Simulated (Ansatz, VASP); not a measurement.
# CO2 in VASP and in Ansatz

```
C O
1.0
     2.64290   -2.37987    0.00000
     2.64290    2.37987    0.00000
     0.00000    0.00000    6.42703
C O
2 4
Direct
  0.00000 0.00000 0.00000
  0.50000 0.50000 0.50000
  0.80373 0.19627 0.89287
  0.19627 0.80373 0.10713
  0.69627 0.30373 0.39287
  0.30373 0.69627 0.60713
```

Alike in both runs: task single point; functional PBE; k mesh 8 × 8 × 4; no spin polarisation.

|  | VASP | Ansatz |
| --- | --- | --- |
| version | VASP 6.6.1 | Ansatz 0.2.0 |
| potentials or method | VASP PAW PBE potentials, release 64 (C, O) | plane waves, PAW |
| plane-wave cutoff (eV) | 520 | 420 |
| occupations | gaussian, width 0.01 eV | fixed |
| valence electrons in the cell | 32 | 32 |

Ansatz gave:

| Quantity | Value |
| --- | --- |
| gap on the k mesh at the Fermi level (eV) | 6.70 |
| pressure (GPa) | 4.9 |
| traceless stress, the component that is largest in VASP (GPa) | -2.32 |
| rms of the force components (eV/Å) | 0.361 |

Q: What did VASP give for the same quantities?

A: gap on the k mesh at the Fermi level (eV): 6.68; pressure (GPa): 6.7; traceless stress, the component that is largest in VASP (GPa): -4.35; rms of the force components (eV/Å): 0.677.

Atom by atom the forces differ by 0.317 eV/Å (rms over components).

Noted on VASP's run: the standard files for N, O and F lose accuracy on very short bonds.
